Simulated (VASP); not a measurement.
# Si16As (a cell with a defect) in VASP: single point with PBE

Aim: the single point of Si16As (a cell with a defect) with PBE.

Everything below comes from runs of VASP 6.6.1. Logs are shortened: lines on timing, memory, paths and dates and some standing lists are left out, and cuts for length are marked.

## Step 1: The cell of the first run

The cell holds a defect, 17 atoms: a = 7.679 Å, b = 7.679 Å, c = 7.679 Å, α = 60.00°, β = 60.00°, γ = 60.00°.

## Step 2: Single point, PBE, collinear spin, zero start

Input file INCAR:

```
SYSTEM = Si16As
PREC = Accurate ; ENCUT = 520
EDIFF = 1E-6 ; ISMEAR = 0
SIGMA = 0.02 ; LREAL = Auto
LASPH = .True. ; NELM = 150
ALGO = Normal ; ISIF = 2
LWAVE = .False. ; LCHARG = .False.
ISPIN = 2 ; MAGMOM = 0 0 0 0 0 0 0 0 0 0 0 0 0 0 0 0 0
LORBIT = 11 ; GGA = PE
NBANDS = 52
```

Input file KPOINTS:

```
Automatic mesh
0
Gamma
  2 2 2
  0 0 0
```

Input file POSCAR:

```
Si16As
1.0
    0.0000000000      5.4300000000      5.4300000000
    5.4300000000      0.0000000000      5.4300000000
    5.4300000000      5.4300000000      0.0000000000
Si As
16 1
Direct
    0.0100914365      0.0010435543     -0.0165481584
    0.1254014733      0.1256138122      0.1176158379
   -0.0199803867     -0.0197927256      0.4881021179
    0.1083673112      0.0935947514      0.6197409761
    0.0118691529      0.4981765193     -0.0001761510
    0.1424864641      0.6206023020      0.1199774401
    0.0403432781      0.4555697974      0.5000377532
    0.1295968692      0.6087837937      0.6284740331
    0.4962994475      0.0123856354      0.0014077348
    0.6272774401      0.1522752302      0.1007522099
    0.4491262431      0.0812227440      0.4854345304
    0.6110220074      0.1373162983      0.6315468692
    0.5098549724      0.5186971455      0.0128704420
    0.6402682320      0.6403558932      0.1327002762
    0.4986383978      0.5055065378      0.5037883057
    0.6461020258      0.5622644567      0.6597281768
    0.7807987109      0.8232419890      0.3747302026
```

Potentials or basis: VASP PAW PBE potentials, release 64 (Si, As).

Launch:

```sh
cat potpaw_PBE.64/Si/POTCAR potpaw_PBE.64/As/POTCAR > POTCAR
mpirun -np 1 vasp_std > vasp.out
```

OUTCAR:

```text
SYSTEM = Si16As
   PREC = Accurate
   ENCUT = 520
   EDIFF = 1E-6
   ISMEAR = 0
   LREAL = Auto
   LASPH = .True.
   NELM = 150
   ISIF = 2
   ISPIN = 2
   LORBIT = 11
   GGA = PE

 ion  position               nearest neighbor table
   1  0.010  0.001  0.983-   4 2.31   2 2.35   6 2.39  10 2.41  17 2.65
   2  0.125  0.126  0.118-   9 2.33   5 2.34   3 2.34   1 2.35
   3  0.980  0.980  0.488-   2 2.34   4 2.34  12 2.34   8 2.35  17 2.96
   4  0.108  0.094  0.620-  11 2.25   7 2.31   1 2.31   3 2.34
   5  0.012  0.498  1.000-   8 2.33  14 2.34   2 2.34   6 2.34
   6  0.142  0.621  0.120-  13 2.32   5 2.34   1 2.39   7 2.40  17 2.69
   7  0.040  0.456  0.500-   4 2.31   8 2.34   6 2.40  16 2.48  17 2.54  11 3.01
   8  0.130  0.609  0.628-  15 2.32   5 2.33   7 2.34   3 2.35
   9  0.496  0.012  0.001-  12 2.32  10 2.33   2 2.33  14 2.34
  10  0.627  0.152  0.101-  13 2.31   9 2.33   1 2.41  11 2.45  17 2.53
  11  0.449  0.081  0.485-   4 2.25  12 2.32  17 2.37  10 2.45   7 3.01
  12  0.611  0.137  0.632-  15 2.31   9 2.32  11 2.32   3 2.34
  13  0.510  0.519  0.013-  16 2.27  10 2.31   6 2.32  14 2.33
  14  0.640  0.640  0.133-  13 2.33  15 2.33   5 2.34   9 2.34
  15  0.499  0.506  0.504-  16 2.30  12 2.31   8 2.32  14 2.33
  16  0.646  0.562  0.660-  13 2.27  15 2.30  17 2.30   7 2.48
  17  0.781  0.823  0.375-  16 2.30  11 2.37  10 2.53   7 2.54   1 2.65   6 2.69   3 2.96

  LATTYP: Found a face centered cubic cell.
 ALAT       =    10.8600000000

  Lattice vectors:

 A1 = (   0.0000000000,   5.4300000000,   5.4300000000)
 A2 = (   5.4300000000,   0.0000000000,   5.4300000000)
 A3 = (   5.4300000000,   5.4300000000,   0.0000000000)

Analysis of symmetry for initial positions (statically):
=====================================================================
 Subroutine PRICEL returns:
 Original cell was already a primitive cell.

 Routine SETGRP: Setting up the symmetry group for a
 face centered cubic supercell.

 Subroutine GETGRP returns: Found  1 space group operations
 (whereof  1 operations were pure point group operations)
 out of a pool of 48 trial point group operations.

The static configuration has the point symmetry C_1 .

Analysis of symmetry for dynamics (positions and initial velocities):
=====================================================================
 Subroutine PRICEL returns:
 Original cell was already a primitive cell.

 Routine SETGRP: Setting up the symmetry group for a
 face centered cubic supercell.

 Subroutine GETGRP returns: Found  1 space group operations
 (whereof  1 operations were pure point group operations)
 out of a pool of 48 trial point group operations.

The dynamic configuration has the point symmetry C_1 .

Analysis of structural, dynamic, and magnetic symmetry:
=====================================================================
 Subroutine PRICEL returns:
 Original cell was already a primitive cell.

 Routine SETGRP: Setting up the symmetry group for a
 face centered cubic supercell.

 Subroutine GETGRP returns: Found  1 space group operations
 (whereof  1 operations were pure point group operations)
 out of a pool of 48 trial point group operations.

The overall configuration has the point symmetry C_1 .

 Subroutine INISYM returns: Found  1 space group operations
 (whereof  1 operations are pure point group operations),
 and found     1 'primitive' translations

----------------------------------------------------------------------------------------

                                     Primitive cell

  volume of cell :     320.2060

  direct lattice vectors                    reciprocal lattice vectors
     0.000000000  5.430000000  5.430000000    -0.092081031  0.092081031  0.092081031
     5.430000000  0.000000000  5.430000000     0.092081031 -0.092081031  0.092081031
     5.430000000  5.430000000  0.000000000     0.092081031  0.092081031 -0.092081031

  length of vectors
     7.679179644  7.679179644  7.679179644     0.159489025  0.159489025  0.159489025

  position of ions in fractional coordinates (direct lattice)
     0.010091436  0.001043554  0.983451842
     0.125401473  0.125613812  0.117615838
     0.980019613  0.980207274  0.488102118
     0.108367311  0.093594751  0.619740976
     0.011869153  0.498176519  0.999823849
[... 75 lines left out ...]
   NGX,Y,Z   is equivalent  to a cutoff of  12.99, 12.99, 12.99 a.u.
   NGXF,Y,Z  is equivalent  to a cutoff of  25.98, 25.98, 25.98 a.u.
 SYSTEM =  Si16As
   PREC   = accura    normal or accurate (medium, high low for compatibility)
   ISTART =      0    job   : 0-new  1-cont  2-samecut
   ICHARG =      2    charge: 1-file 2-atom 10-const
   ISPIN  =      2    spin polarized calculation?
   LNONCOLLINEAR =      F non collinear calculations
   LSORBIT =      F    spin-orbit coupling
   LASPH  =      T    aspherical Exc in radial PAW
   ENCUT  =  520.0 eV  38.22 Ry    6.18 a.u.  14.28 14.28 14.28*2*pi/ulx,y,z
   NELM   =    150;   NELMIN=  2; NELMDL= -5     # of ELM steps
   EDIFF  = 0.1E-05   stopping-criterion for ELM
   LREAL  =      T    real-space projection
   EDIFFG = 0.1E-04   stopping-criterion for IOM
   NSW    =      0    number of steps for IOM
   IBRION =     -1    ionic relax: 0-MD 1-quasi-New 2-CG
   NFREE  =      0    steps in history (QN), initial steepest desc. (CG)
   ISIF   =      2    stress and relaxation
   ISYM   =      2    0-nonsym 1-usesym 2-fastsym
   POTIM  = 0.5000    time-step for ionic-motion
   TEBEG  =    0.0;   TEEND  =   0.0 temperature during run
   PSTRESS=    0.0 pullay stress
   NELECT =      69.0000    total number of electrons
   NUPDOWN=      -1.0000    fix difference up-down
   EMIN   =  10.00;   EMAX   =-10.00  energy-range for DOS
   EFERMI =   0.00;   METHOD = LEGACY
   ISMEAR =     0;   SIGMA  =   0.02  broadening in eV -4-tet -1-fermi 0-gaus
   EFERMI_NEDOS =   21; number of points for ismear=-14 and -15
   IALGO  =     38    algorithm
   IMIX   =      4    mixing-type and parameters
     AMIX     =   0.40;   BMIX     =  1.00
     AMIX_MAG =   1.60;   BMIX_MAG =  1.00
  volume/ion in A,a.u.               =      18.84       127.11
  Fermi-wavevector in a.u.,A,eV,Ry     =   0.981480  1.854728 13.106528  0.963303
  Thomas-Fermi vector in A             =   2.112490
   LORBIT       =     11    0 simple, 1 ext, 2 COOP (PROOUT), +10 PAW based schemes
   GGA     = PE    functional components
   LHFCALC =     F    Hartree Fock is set to
   AEXX    =    0.0000 exact exchange contribution
   IVDW    =     0    specifies the selected vdW correction
   LEPSILON=     F    determine dielectric tensor
   LRPA    =     F    only Hartree local field effects (RPA)
 spin polarized calculation
 Gauss-broadening in eV      SIGMA  =   0.02
  energy-cutoff  :      520.00
  volume of cell :      320.21
 maximum number of plane-waves:      8646
 NGX is ok and might be reduce to    60
   NGX = 29   NGY = 29   NGZ = 29

 number of electron      69.0000000 magnetization       0.0000000

 number of electron      69.0000000 magnetization      -0.0000000

 Free energy of the ion-electron system (eV)
  ---------------------------------------------------
  ext. energy  EPLUGINS =         0.00000000
  ---------------------------------------------------
  free energy    TOTEN  =       -86.79064759 eV

  energy without entropy =      -86.79064464  energy(sigma->0) =      -86.79064611

 E-fermi :   6.5862     XC(G=0):  -9.7327

 val. band max:        6.5337963860   @ k =   0.0000   0.0000   0.0000
 cond. band min:       6.6385877680   @ k =   0.5000   0.0000   0.0000
 fundamental gap:      0.1047913821
 Fermi energy:         6.5861928349

 spin component 1

 k-point     1 :       0.0000    0.0000    0.0000
  band No.  band energies     occupation
      1      -6.9722      1.00000
      2      -4.6771      1.00000
      3      -3.7809      1.00000
      4      -3.5664      1.00000
      5      -3.5612      1.00000
      6      -3.1227      1.00000
[... 381 lines left out ...]
     45      10.1517      0.00000
     46      10.4673      0.00000
 Fermi energy:         6.5861928349

 spin component 2

 k-point     1 :       0.0000    0.0000    0.0000
  band No.  band energies     occupation
      1      -6.9722      1.00000
      2      -4.6771      1.00000
      3      -3.7809      1.00000
      4      -3.5664      1.00000
      5      -3.5612      1.00000
      6      -3.1227      1.00000
[... 381 lines left out ...]
     45      10.1517      0.00000
     46      10.4673      0.00000
 [bands above 46 left out]

------------------------ aborting loop because EDIFF is reached ----------------------------------------

  FORCE on cell =-STRESS in cart. coord.  units (eV):
  Direction    XX          YY          ZZ          XY          YZ          ZX
  --------------------------------------------------------------------------------------
  -------------------------------------------------------------------------------------
  Total       13.3907226     11.8734202     14.7744788     -0.7061501     -1.0669813     -1.5849723
  in kB       67.0015904     59.4096419     73.9253294     -3.5332804     -5.3387295     -7.9305402
  external PRESSURE =      66.7788539 kB  Pullay stress =       0.0000000 kB

 VOLUME and BASIS-vectors are now :
 -----------------------------------------------------------------------------
  energy-cutoff  :      520.00
  volume of cell :      320.21
      direct lattice vectors                 reciprocal lattice vectors
     0.000000000  5.430000000  5.430000000    -0.092081031  0.092081031  0.092081031
     5.430000000  0.000000000  5.430000000     0.092081031 -0.092081031  0.092081031
     5.430000000  5.430000000  0.000000000     0.092081031  0.092081031 -0.092081031

 POSITION                                       TOTAL-FORCE (eV/Angst)
 -----------------------------------------------------------------------------------
      5.34581      5.39494      0.06046        -0.033585      0.007763      0.038460
      1.32074      1.31958      1.36301        -0.016939     -0.018637     -0.005417
      7.97292      7.97190     10.64403        -0.051094     -0.076055     -0.062747
      3.87341      3.95363      1.09665        -0.072914     -0.034124     -0.124599
      8.13414      5.49349      2.76955         0.015508      0.028329      0.016302
      4.02135      1.42518      4.14357         0.018372     -0.007872      0.022456
[... 9 lines left out ...]
      6.63542      7.09066      6.56143        -0.153885      0.273607     -0.243750
      6.50499      6.27452      8.70994         0.102549     -0.276942     -0.185103
 -----------------------------------------------------------------------------------
    total drift:                                0.002144      0.003524      0.002264

  FREE ENERGIE OF THE ION-ELECTRON SYSTEM (eV)
  ---------------------------------------------------
  free  energy   TOTEN  =       -86.7906475899 eV

  energy  without entropy=      -86.7906446400  energy(sigma->0) =      -86.79064611

 total charge

# of ion       s       p       d       tot
------------------------------------------
    1        0.764   0.916   0.000   1.680
    2        0.743   0.956   0.000   1.699
    3        0.751   0.933   0.000   1.684
    4        0.761   0.961   0.000   1.723
    5        0.741   0.960   0.000   1.701
    6        0.759   0.918   0.000   1.678
[... 9 lines left out ...]
   16        0.791   0.900   0.000   1.691
   17        1.287   1.495   0.095   2.877
--------------------------------------------------
tot         13.393  16.501   0.095  29.988

 magnetization (x)

# of ion       s       p       d       tot
------------------------------------------
    1       -0.000  -0.000   0.000  -0.000
    2       -0.000  -0.000   0.000  -0.000
    3       -0.000  -0.000   0.000  -0.000
    4        0.000  -0.000   0.000  -0.000
    5        0.000  -0.000   0.000  -0.000
    6        0.000   0.000   0.000   0.000
[... 9 lines left out ...]
   16       -0.000  -0.000   0.000  -0.000
   17       -0.000   0.000   0.000   0.000
--------------------------------------------------
tot         -0.000   0.000   0.000   0.000
```

Run time: 8.6 min. Hardware: 1 thread of Intel Xeon 8259CL, shared host; peak memory 0.71 GiB.

Results:

| Item | Value |
| --- | --- |
| Free energy | -86.7906 eV |
| Pressure | 6.7 GPa |
| Largest force | 0.397 eV/Å |
| Net moment | 0.00 μB per cell |
| Valence electrons inside the program's atomic spheres | Si 1.68, 1.70, 1.72, 1.67, 1.69, 1.71 (each value once); As 2.88 |

Forces in eV/Å, atoms in the order of the input:
```
Si  -0.034  0.008  0.038
Si  -0.017 -0.019 -0.005
Si  -0.051 -0.076 -0.063
Si  -0.073 -0.034 -0.125
Si   0.016  0.028  0.016
Si   0.018 -0.008  0.022
Si  -0.092  0.085  0.122
Si   0.032  0.013  0.011
Si   0.025  0.016  0.008
Si  -0.100 -0.009  0.087
Si   0.187 -0.150  0.272
Si   0.014 -0.018 -0.038
Si  -0.009  0.019  0.059
Si   0.058  0.069 -0.004
Si   0.077  0.079  0.027
Si  -0.154  0.274 -0.244
As   0.103 -0.277 -0.185
```

Stress tensor (GPa, compression positive):
```
 6.70 -0.35 -0.79
-0.35  5.94 -0.53
-0.79 -0.53  7.39
```

Caveat: the k points lie up to 0.50 Å⁻¹ apart; no moment was typed at the start, so none could form.
